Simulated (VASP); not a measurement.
The system is K.

```xyz
1
Lattice="-2.0394 2.0394 2.0394 2.0394 -2.0394 2.0394 2.0394 2.0394 -2.0394" Properties=species:S:1:pos:R:3 pbc="T T T"
K     0.0000    0.0000    0.0000
```

| Item | Value |
| --- | --- |
| Program | VASP 6.6.1 |
| Task | relaxation of cell and atoms |
| Functional | PBEsol |
| Potentials or basis | VASP PAW PBE potentials, release 64 (K_sv) |
| Cutoff | 600 eV |
| k mesh | 8 × 8 × 8 |
| Occupations | gaussian, width 0.1 eV |
| Spin | no spin polarisation |

At the start: pressure 10.4 GPa; volume 33.93 Å³/atom.

**Question.** Where does the relaxation end?

**Answer.** Over 6 steps the energy falls by 688.1 meV/atom and the volume is 71.12 Å³/atom (+109.6 %); space group Im-3m (No. 229, to 0.1 Å) before and after.

The path:
| step | energy change (eV) | largest force (eV/Å) | pressure (GPa) | volume (Å³) |
| --- | --- | --- | --- | --- |
| 1 | 0.0000 | 0.0000 | 10.41 | 33.93 |
| 2 | -0.4863 | 0.0000 | 3.66 | 45.94 |
| 3 | -0.6573 | 0.0000 | 0.98 | 59.03 |
| 4 | -0.6326 | 0.0000 | -0.67 | 92.23 |
| 5 | -0.6864 | 0.0000 | -0.16 | 73.83 |
| 6 | -0.6881 | 0.0000 | -0.02 | 71.12 |

Final structure:
```cif
data_structure
_symmetry_space_group_name_H-M 'P 1'
_symmetry_Int_Tables_number 1
_cell_length_a 4.5207
_cell_length_b 4.5207
_cell_length_c 4.5207
_cell_angle_alpha 109.471
_cell_angle_beta 109.471
_cell_angle_gamma 109.471
_cell_volume 71.12
loop_
_atom_site_label
_atom_site_type_symbol
_atom_site_fract_x
_atom_site_fract_y
_atom_site_fract_z
_atom_site_occupancy
K1 K 0.00000 0.00000 0.00000 1
```

Caveat: the volume moved by over 15 % at a fixed basis, so the end points are rough; the PAW data sets were made with another functional, which shifts forces and pressure a little.
